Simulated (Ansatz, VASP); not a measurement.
**Sb in VASP and in Ansatz**

```
CELL_PARAMETERS angstrom
2.15060 1.24165 3.74400
-2.15060 1.24165 3.74400
0.00000 -2.48330 3.74400
ATOMIC_POSITIONS crystal
Sb 0.23364 0.23364 0.23364
Sb 0.76636 0.76636 0.76636
```

Alike in both runs: task single point; functional PBE; dispersion D3(BJ); k mesh 6 × 6 × 6; occupations gaussian, width 0.1 eV; no spin polarisation.

```csv
,VASP,Ansatz
version,VASP 6.6.1,Ansatz 0.2.0
potentials or method,"VASP PAW PBE potentials, release 64 (Sb_d_GW), cutoff 500 eV","scalar-relativistic, plane waves, PAW"
valence electrons in the cell,30,30
```

Ansatz gave:

```
gap on the k mesh at the Fermi level (eV)                     : none
pressure (GPa)                                                : 0.5
traceless stress, the component that is largest in VASP (GPa) : -0.25
rms of the force components (eV/Å)                            : 0.053
```

Question: Which values does VASP return?

Answer: gap on the k mesh at the Fermi level (eV): none; pressure (GPa): 0.5; traceless stress, the component that is largest in VASP (GPa): -0.24; rms of the force components (eV/Å): 0.051.

Atom by atom the forces differ by 0.002 eV/Å (rms over components). A gap of «none» marks a metal or a gap that the smearing closes.

Spin-orbit coupling is off throughout.
